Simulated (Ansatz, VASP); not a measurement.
**One calculation of TiN, two programs**

```
Ti N
1.0
     0.00000    2.08588    2.08588
     2.08588    0.00000    2.08588
     2.08588    2.08588    0.00000
Ti N
1 1
Direct
  0.00000 0.00000 0.00000
  0.50000 0.50000 0.50000
```

Alike in both runs: functional LDA; k mesh 8 × 8 × 8; occupations gaussian, width 0.1 eV; no spin polarisation.

Ansatz relaxed the structure, and its values are those at the end. VASP's run is a single point on that final structure, the one shown.

|  | VASP | Ansatz |
| --- | --- | --- |
| version | VASP 6.6.1 | Ansatz 0.2.0 |
| potentials or method | VASP PAW LDA potentials, release 64 (Ti_sv, N), cutoff 520 eV | scalar-relativistic, plane waves, PAW |
| valence electrons in the cell | 17 | 17 |

|  | VASP | Ansatz | Ansatz less VASP |
| --- | --- | --- | --- |
| gap on the k mesh at the Fermi level (eV) | none | none | - |
| pressure (GPa) | 1.2 | 0.2 | -1.01 |

Ansatz warns that its potentials were made for another functional, while VASP's fit it. LDA's correlation is that of Perdew and Zunger in VASP and of Perdew and Wang (1992) in Ansatz. A gap of «none» marks a metal or a gap that the smearing closes.
